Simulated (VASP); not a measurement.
# Sr (P6_3/mmc) in VASP: further runs

Sr is run at these levels: PBE; tasks: single point.

Everything below comes from runs of VASP 6.6.1. Logs are shortened: lines on timing, memory, paths and dates and some standing lists are left out, and cuts for length are marked.

**1. The cell of the first run**

It takes space group P6_3/mmc (No. 194, hexagonal). Conventional cell: a = 3.336 Å, b = 3.336 Å, c = 10.871 Å, α = 90.00°, β = 90.00°, γ = 120.00°. Within 4.4 Å of Sr (site symmetry -3m) lie 12 Sr at 3.33 to 3.34 Å. Sr (site symmetry -6m2) has 12 Sr at 3.33 to 3.34 Å within 4.4 Å.

This isn't the form of Sr at room conditions, which is fcc.

**2. Single point, PBE**

Contents of INCAR:

```
PREC = Accurate
ENCUT = 520
EDIFF = 1E-7
ISMEAR = 0
SIGMA = 0.1
LREAL = False
LASPH = True
NELM = 60
ALGO = Fast
ISIF = 2
LWAVE = False
LCHARG = True
GGA = PE
LELF = True
LVHAR = True
NBANDS = 28
```

Contents of KPOINTS:

```
Automatic mesh
0
Gamma
  12 12 4
```

Contents of POSCAR:

```
Sr
1.0
    3.3358359731      0.0000000000      0.0000000000
   -1.6679179866      2.8889186956      0.0000000000
    0.0000000000      0.0000000000     10.8713567413
Sr
4
Direct
    0.0000000000      0.0000000000      0.0000000000
    0.3333333333      0.6666666667      0.2500000000
    0.0000000000      0.0000000000      0.5000000000
    0.6666666667      0.3333333333      0.7500000000
```

Potentials or basis: VASP PAW PBE potentials, release 64 (Sr_sv).

Command:

```sh
> cat potpaw_PBE.64/Sr_sv/POTCAR > POTCAR
> mpirun -np 1 vasp_std > vasp.out
```

OUTCAR:

```text
PREC = Accurate
   ENCUT = 520
   EDIFF = 1E-7
   ISMEAR = 0
   LREAL = False
   LASPH = True
   NELM = 60
   ISIF = 2
   GGA = PE

 ion  position               nearest neighbor table
   1  0.000  0.000  0.000-   2 3.33   4 3.33   4 3.33   2 3.33   4 3.33   2 3.33   2 4.71   4 4.71
                             2 4.71   4 4.71   2 4.71   4 4.71
   2  0.333  0.667  0.250-   1 3.33   3 3.33   1 3.33   3 3.33   1 3.33   3 3.33   1 4.71   3 4.71
                             1 4.71   3 4.71   1 4.71   3 4.71
   3  0.000  0.000  0.500-   2 3.33   4 3.33   4 3.33   2 3.33   4 3.33   2 3.33   2 4.71   4 4.71
                             2 4.71   4 4.71   2 4.71   4 4.71
   4  0.667  0.333  0.750-   1 3.33   3 3.33   1 3.33   3 3.33   1 3.33   3 3.33   1 4.71   3 4.71
                             1 4.71   3 4.71   1 4.71   3 4.71

  LATTYP: Found a hexagonal cell.
 ALAT       =     3.3358359731
 C/A-ratio  =     3.2589602214

  Lattice vectors:

 A1 = (   3.3358359731,   0.0000000000,   0.0000000000)
 A2 = (  -1.6679179866,   2.8889186956,   0.0000000000)
 A3 = (   0.0000000000,   0.0000000000,  10.8713567413)

Analysis of symmetry for initial positions (statically):
=====================================================================
 Subroutine PRICEL returns:
 Original cell was already a primitive cell.

 Routine SETGRP: Setting up the symmetry group for a
 hexagonal supercell.

 Subroutine GETGRP returns: Found 24 space group operations
 (whereof 12 operations were pure point group operations)
 out of a pool of 24 trial point group operations.

The static configuration has the point symmetry D_3d.
 The point group associated with its full space group is D_6h.

Analysis of symmetry for dynamics (positions and initial velocities):
=====================================================================
 Subroutine PRICEL returns:
 Original cell was already a primitive cell.

 Routine SETGRP: Setting up the symmetry group for a
 hexagonal supercell.

 Subroutine GETGRP returns: Found 24 space group operations
 (whereof 12 operations were pure point group operations)
 out of a pool of 24 trial point group operations.

The dynamic configuration has the point symmetry D_3d.
 The point group associated with its full space group is D_6h.

 Subroutine INISYM returns: Found 24 space group operations
 (whereof 12 operations are pure point group operations),
 and found     1 'primitive' translations

----------------------------------------------------------------------------------------

                                     Primitive cell

  volume of cell :     104.7668

  direct lattice vectors                    reciprocal lattice vectors
     3.335835973  0.000000000  0.000000000     0.299774931  0.173075137  0.000000000
    -1.667917987  2.888918696  0.000000000     0.000000000  0.346150275  0.000000000
     0.000000000  0.000000000 10.871356741     0.000000000  0.000000000  0.091984839

  length of vectors
     3.335835973  3.335835973 10.871356741     0.346150275  0.346150275  0.091984839

  position of ions in fractional coordinates (direct lattice)
     0.000000000  0.000000000  0.000000000
     0.333333333  0.666666667  0.250000000
     0.000000000  0.000000000  0.500000000
     0.666666667  0.333333333  0.750000000

  ion indices of the primitive-cell ions
   primitive index   ion index
                 1           1
                 2           2
                 3           3
                 4           4

----------------------------------------------------------------------------------------

 KPOINTS: Automatic mesh

Automatic generation of k-mesh.
 Grid dimensions read from file:
 generate k-points for:   12   12    4

 Generating k-lattice:

  Cartesian coordinates                     Fractional coordinates (reciprocal lattice)
     0.024981244  0.014422928  0.000000000     0.083333333  0.000000000  0.000000000
     0.000000000  0.028845856  0.000000000     0.000000000  0.083333333  0.000000000
     0.000000000  0.000000000  0.022996210     0.000000000  0.000000000  0.250000000

  Length of vectors
     0.028845856  0.028845856  0.022996210

  Shift w.r.t. Gamma in fractional coordinates (k-lattice)
     0.000000000  0.000000000  0.000000000

 Subroutine IBZKPT returns following result:
 ===========================================

 Found     57 irreducible k-points:

 Following reciprocal coordinates:
            Coordinates               Weight
  0.000000  0.000000  0.000000      1.000000
  0.083333  0.000000  0.000000      6.000000
  0.166667  0.000000  0.000000      6.000000
  0.250000  0.000000  0.000000      6.000000
  0.333333  0.000000  0.000000      6.000000
  0.416667  0.000000  0.000000      6.000000
[... 16 lines left out ...]
  0.250000  0.000000  0.250000     12.000000
  0.333333  0.000000  0.250000     12.000000
 [... further k-points ...]
   k-points           NKPTS =     57   k-points in BZ     NKDIM =     57   number of bands    NBANDS=     28
   number of dos      NEDOS =    301   number of ions     NIONS =      4
   total plane-waves  NPLWV =  65856
   dimension x,y,z NGX =    28 NGY =   28 NGZ =   84
   dimension x,y,z NGXF=    56 NGYF=   56 NGZF=  168
   ions per type =               4
   NGX,Y,Z   is equivalent  to a cutoff of  13.95, 13.95, 12.85 a.u.
   NGXF,Y,Z  is equivalent  to a cutoff of  27.91, 27.91, 25.69 a.u.
 SYSTEM =  unknown system
   PREC   = accura    normal or accurate (medium, high low for compatibility)
   ISTART =      0    job   : 0-new  1-cont  2-samecut
   ICHARG =      2    charge: 1-file 2-atom 10-const
   ISPIN  =      1    spin polarized calculation?
   LNONCOLLINEAR =      F non collinear calculations
   LSORBIT =      F    spin-orbit coupling
   LASPH  =      T    aspherical Exc in radial PAW
   ENCUT  =  520.0 eV  38.22 Ry    6.18 a.u.   6.20  6.20 20.21*2*pi/ulx,y,z
   NELM   =     60;   NELMIN=  2; NELMDL= -5     # of ELM steps
   EDIFF  = 0.1E-06   stopping-criterion for ELM
   LREAL  =      F    real-space projection
   EDIFFG = 0.1E-05   stopping-criterion for IOM
   NSW    =      0    number of steps for IOM
   IBRION =     -1    ionic relax: 0-MD 1-quasi-New 2-CG
   NFREE  =      0    steps in history (QN), initial steepest desc. (CG)
   ISIF   =      2    stress and relaxation
   ISYM   =      2    0-nonsym 1-usesym 2-fastsym
   POTIM  = 0.5000    time-step for ionic-motion
   TEBEG  =    0.0;   TEEND  =   0.0 temperature during run
   PSTRESS=    0.0 pullay stress
   NELECT =      40.0000    total number of electrons
   NUPDOWN=      -1.0000    fix difference up-down
   EMIN   =  10.00;   EMAX   =-10.00  energy-range for DOS
   EFERMI =   0.00;   METHOD = LEGACY
   ISMEAR =     0;   SIGMA  =   0.10  broadening in eV -4-tet -1-fermi 0-gaus
   EFERMI_NEDOS =   21; number of points for ismear=-14 and -15
   IALGO  =     68    algorithm
   IMIX   =      4    mixing-type and parameters
     AMIX     =   0.40;   BMIX     =  1.00
     AMIX_MAG =   1.60;   BMIX_MAG =  1.00
  volume/ion in A,a.u.               =      26.19       176.75
  Fermi-wavevector in a.u.,A,eV,Ry     =   1.187646  2.244325 19.191050  1.410502
  Thomas-Fermi vector in A             =   2.323793
   LORBIT       =      0    0 simple, 1 ext, 2 COOP (PROOUT), +10 PAW based schemes
   GGA     = PE    functional components
   LHFCALC =     F    Hartree Fock is set to
   AEXX    =    0.0000 exact exchange contribution
   IVDW    =     0    specifies the selected vdW correction
   LEPSILON=     F    determine dielectric tensor
   LRPA    =     F    only Hartree local field effects (RPA)
 non-spin polarized calculation
 RMM-DIIS sequential band-by-band and
 Gauss-broadening in eV      SIGMA  =   0.10
  energy-cutoff  :      520.00
  volume of cell :      104.77
 maximum number of plane-waves:      2842
 NGX is ok and might be reduce to    28
   NGX = 13   NGY = 13   NGZ = 41

 number of electron      40.0000000 magnetization

 Free energy of the ion-electron system (eV)
  ---------------------------------------------------
  ext. energy  EPLUGINS =         0.00000000
  ---------------------------------------------------
  free energy    TOTEN  =        -0.87335259 eV

  energy without entropy =       -0.85300572  energy(sigma->0) =       -0.86317915

 E-fermi :   4.8228     XC(G=0): -10.0347

 val. band max:        4.8073581883   @ k =   0.2500   0.1667   0.0000
 cond. band min:       4.8679931441   @ k =   0.3333   0.0833   0.5000
 fundamental gap:      0.0606349559
 Fermi energy:         4.8228298384

 k-point     1 :       0.0000    0.0000    0.0000
  band No.  band energies     occupation
      1     -30.8215      2.00000
      2     -30.6937      2.00000
      3     -30.6317      2.00000
      4     -30.4970      2.00000
      5     -13.8450      2.00000
      6     -12.9770      2.00000
[... 20 lines left out ...]
     27       7.8019      0.00000
     28       7.9888      0.00000

 k-point     2 :       0.0833    0.0000    0.0000
  band No.  band energies     occupation
      1     -30.8035      2.00000
      2     -30.6800      2.00000
      3     -30.6180      2.00000
      4     -30.4880      2.00000
      5     -13.8038      2.00000
      6     -12.9855      2.00000
[... 20 lines left out ...]
     27       7.8761      0.00000
     28       7.9653      0.00000

 k-point     3 :       0.1667    0.0000    0.0000
  band No.  band energies     occupation
      1     -30.7532      2.00000
      2     -30.6422      2.00000
      3     -30.5802      2.00000
      4     -30.4640      2.00000
      5     -13.6859      2.00000
      6     -13.0409      2.00000
[... 20 lines left out ...]
     27       8.2765      0.00000
     28       8.3881      0.00000

 k-point     4 :       0.2500    0.0000    0.0000
  band No.  band energies     occupation
      1     -30.6809      2.00000
      2     -30.5899      2.00000
      3     -30.5280      2.00000
      4     -30.4333      2.00000
      5     -13.5141      2.00000
      6     -13.2192      2.00000
[... 20 lines left out ...]
     27       8.0075      0.00000
     28       8.3048      0.00000

 k-point     5 :       0.3333    0.0000    0.0000
  band No.  band energies     occupation
      1     -30.6027      2.00000
      2     -30.5368      2.00000
      3     -30.4749      2.00000
      4     -30.4071      2.00000
      5     -13.5139      2.00000
      6     -13.4946      2.00000
[... 20 lines left out ...]
     27       7.9646      0.00000
     28       8.0000      0.00000

 k-point     6 :       0.4167    0.0000    0.0000
  band No.  band energies     occupation
      1     -30.5385      2.00000
      2     -30.4974      2.00000
      3     -30.4357      2.00000
      4     -30.3938      2.00000
      5     -13.7211      2.00000
      6     -13.7053      2.00000
[... 463 lines left out ...]
      5     -13.7431      2.00000
      6     -13.2972      2.00000
[... 20 lines left out ...]
     27       7.9240      0.00000
     28       8.0324      0.00000

 k-point    22 :       0.1667    0.0000    0.2500
  band No.  band energies     occupation
      1     -30.7430      2.00000
      2     -30.6731      2.00000
      3     -30.5485      2.00000
      4     -30.4748      2.00000
      5     -13.6368      2.00000
      6     -13.2821      2.00000
[... 20 lines left out ...]
     27       8.1373      0.00000
     28       8.3817      0.00000

 k-point    23 :       0.2500    0.0000    0.2500
  band No.  band energies     occupation
      1     -30.6724      2.00000
      2     -30.6140      2.00000
      3     -30.5033      2.00000
      4     -30.4424      2.00000
      5     -13.4930      2.00000
      6     -13.3287      2.00000
[... 20 lines left out ...]
     27       7.8903      0.00000
     28       8.1928      0.00000

 k-point    24 :       0.3333    0.0000    0.2500
  band No.  band energies     occupation
      1     -30.5962      2.00000
      2     -30.5528      2.00000
      3     -30.4586      2.00000
      4     -30.4139      2.00000
      5     -13.5299      2.00000
      6     -13.4236      2.00000
[... 20 lines left out ...]
     27       7.8681      0.00000
     28       8.1361      0.00000

 [... further k-points ...]
[... 5 lines left out ...]
  --------------------------------------------------------------------------------------
  -------------------------------------------------------------------------------------
  Total       16.5459857     16.5459857     16.4749090     -0.0000000     -0.0000000     -0.0000000
  in kB      253.0343444    253.0343444    251.9473839     -0.0000000     -0.0000000     -0.0000000
  external PRESSURE =     252.6720242 kB  Pullay stress =       0.0000000 kB

 VOLUME and BASIS-vectors are now :
 -----------------------------------------------------------------------------
  energy-cutoff  :      520.00
  volume of cell :      104.77
      direct lattice vectors                 reciprocal lattice vectors
     3.335835973  0.000000000  0.000000000     0.299774931  0.173075137  0.000000000
    -1.667917987  2.888918696  0.000000000     0.000000000  0.346150275  0.000000000
     0.000000000  0.000000000 10.871356741     0.000000000  0.000000000  0.091984839

 POSITION                                       TOTAL-FORCE (eV/Angst)
 -----------------------------------------------------------------------------------
      0.00000      0.00000      0.00000         0.000000      0.000000      0.000000
     -0.00000      1.92595      2.71784         0.000000      0.000000     -0.000000
      0.00000      0.00000      5.43568         0.000000      0.000000      0.000000
      1.66792      0.96297      8.15352        -0.000000      0.000000      0.000000
 -----------------------------------------------------------------------------------
    total drift:                                0.000000     -0.000000      0.000000

  FREE ENERGIE OF THE ION-ELECTRON SYSTEM (eV)
  ---------------------------------------------------
  free  energy   TOTEN  =        -0.8733525861 eV

  energy  without entropy=       -0.8530057187  energy(sigma->0) =       -0.86317915
```

It took 9.1 min on 1 thread of Oxide Virtual Turin-like, shared host; peak memory 0.28 GiB.

Results:

| Property | Result |
| --- | --- |
| Free energy | -0.8734 eV |
| Pressure | 25.3 GPa |
| Band gap on the k mesh | zero (bands 20 and 21 overlap by 0.83 eV) |

Caveat: the cell stands under pressure.

**3. Single point, PBE**

This run uses another cell than the first one, of 33.76 Å³/atom.

Contents of INCAR:

```
PREC = Accurate
ENCUT = 520
EDIFF = 1E-6
ISMEAR = 0
SIGMA = 0.1
LREAL = False
LASPH = True
NELM = 100
ALGO = Fast
ISIF = 2
LWAVE = False
LCHARG = False
GGA = PE
NBANDS = 28
```

KPOINTS is that of step 2.

Contents of POSCAR:

```
Sr
1.0
    3.6225437350      0.0000000000      0.0000000000
   -1.8112718675      3.1372149008      0.0000000000
    0.0000000000      0.0000000000     11.8807721516
Sr
4
Direct
    0.0000000000      0.0000000000      0.0000000000
    0.3333333333      0.6666666667      0.2500000000
    0.0000000000      0.0000000000      0.5000000000
    0.6666666667      0.3333333333      0.7500000000
```

Potentials or basis: VASP PAW PBE potentials, release 64 (Sr_sv).

Command:

```sh
> cat potpaw_PBE.64/Sr_sv/POTCAR > POTCAR
> mpirun -np 1 vasp_std > vasp.out
```

Run time: 3.7 min. Hardware: 1 thread of Oxide Virtual Turin-like, shared host; peak memory 0.3 GiB.

The run converged. Its results:

```
Free energy            : -4.2449 eV
Pressure               : 12.1 GPa
Band gap on the k mesh : zero (bands 20 and 21 overlap by 0.25 eV)
```

Levels at points of the mesh, in eV from the Fermi level:
```csv
k point,band 17,band 18,band 19,band 20,band 21,band 22,band 23,band 24
"(0.00, 0.00, 0.00)",-4.15,-2.71,-2.70,-1.39,1.33,1.51,1.55,2.65
"(0.50, 0.00, 0.00)",-1.37,-1.34,-0.81,-0.60,0.16,0.19,0.28,1.23
"(0.00, 0.00, 0.50)",-3.74,-3.74,-1.71,-1.71,1.21,1.21,2.34,2.34
"(0.50, 0.00, 0.50)",-1.11,-1.11,-1.03,-1.03,-0.03,-0.03,1.01,1.01
```

Caveat: the cell stands under pressure.

**4. Single point, PBE**

This run uses another cell than the first one, of 15.14 Å³/atom.

Contents of INCAR:

```
  ALGO = Fast
  EDIFF = 1E-6
  ENCUT = 520
  GGA = PE
  ISIF = 2
  ISMEAR = 0
  LASPH = True
  LCHARG = True
  LELF = True
  LREAL = False
  LVHAR = True
  LWAVE = False
  NBANDS = 28
  NELM = 100
  PREC = Accurate
  SIGMA = 0.1
```

Contents of KPOINTS:

```
k-points
0
Gamma
  18 18 6
```

Contents of POSCAR:

```
Sr
1.0
    2.7916066671      0.0000000000      0.0000000000
   -1.3958033335      2.4176022911      0.0000000000
    0.0000000000      0.0000000000      8.9751716868
Sr
4
Direct
    0.0000000000      0.0000000000      0.0000000000
    0.3333333333      0.6666666667      0.2500000000
    0.0000000000      0.0000000000      0.5000000000
    0.6666666667      0.3333333333      0.7500000000
```

Command:

```sh
> cat potpaw_PBE.64/Sr_sv/POTCAR > POTCAR
> mpirun -np 1 vasp_std > vasp.out
```

Run time: 14 min. Hardware: 1 thread of Oxide Virtual Turin-like, shared host; peak memory 0.29 GiB.

Results (log left out):

| Property | Result |
| --- | --- |
| Free energy | 12.6964 eV |
| Pressure | 94.2 GPa |
| Band gap on the k mesh | zero (bands 20 and 21 overlap by 2.21 eV) |

Stress tensor (GPa, compression positive):
```
94.05  0.00  0.00
 0.00 94.05  0.00
 0.00  0.00 94.37
```

Levels at points of the mesh, in eV from the Fermi level:
| k point | band 18 | band 19 | band 20 | band 21 | band 22 | band 23 |
| --- | --- | --- | --- | --- | --- | --- |
| (0.00, 0.00, 0.00) | -1.66 | -0.79 | -0.71 | 2.49 | 2.49 | 2.76 |
| (0.50, 0.00, 0.00) | -3.58 | -2.35 | -1.66 | -0.95 | 0.52 | 0.65 |
| (0.00, 0.00, 0.50) | -1.75 | -0.74 | -0.74 | 2.82 | 2.82 | 2.83 |
| (0.50, 0.00, 0.50) | -3.21 | -2.15 | -2.15 | -1.13 | -1.13 | 2.05 |

Caveat: the cell stands under pressure.

**5. Single point, PBE**

This run uses another cell than the first one, of 43.39 Å³/atom.

Contents of INCAR:

```
PREC = Accurate
ENCUT = 520
EDIFF = 1E-6
ISMEAR = 0
SIGMA = 0.1
LREAL = False
LASPH = True
NELM = 60
ALGO = Fast
ISIF = 2
LWAVE = False
LCHARG = False
GGA = PE
NBANDS = 28
```

Contents of KPOINTS:

```
Automatic mesh
0
Gamma
  12 12 4
```

Contents of POSCAR:

```
Sr
1.0
    3.9379551151      0.0000000000      0.0000000000
   -1.9689775575      3.4103691686      0.0000000000
    0.0000000000      0.0000000000     12.9219726419
Sr
4
Direct
    0.0000000000      0.0000000000      0.0000000000
    0.3333333333      0.6666666667      0.2500000000
    0.0000000000      0.0000000000      0.5000000000
    0.6666666667      0.3333333333      0.7500000000
```

Command:

```sh
> cat potpaw_PBE.64/Sr_sv/POTCAR > POTCAR
> mpirun -np 1 vasp_std > vasp.out
```

Run time: 7.3 min. Hardware: 1 thread of Oxide Virtual Turin-like, shared host; peak memory 0.37 GiB.

The run converged. Its results:

```yaml
Free_energy: -6.0534 eV
Pressure: 4.1 GPa
Band_gap_on_the_k_mesh: zero (bands 20 and 21 overlap by 0.11 eV)
```

Levels at points of the mesh, in eV from the Fermi level:
```tsv
k point	band 18	band 19	band 20	band 21	band 22	band 23
(0.00, 0.00, 0.00)	-2.85	-2.84	-1.29	0.44	1.32	1.35
(0.50, 0.00, 0.00)	-1.05	-0.72	-0.70	0.14	0.16	0.22
(0.00, 0.00, 0.50)	-3.68	-1.82	-1.82	0.70	0.70	2.12
(0.50, 0.00, 0.50)	-1.09	-0.80	-0.80	0.16	0.16	0.40
```

Caveat: the cell stands under pressure.

[end of part 1 of 2]

The gap in the log of VASP goes by the Fermi energy; the results here count the filled bands.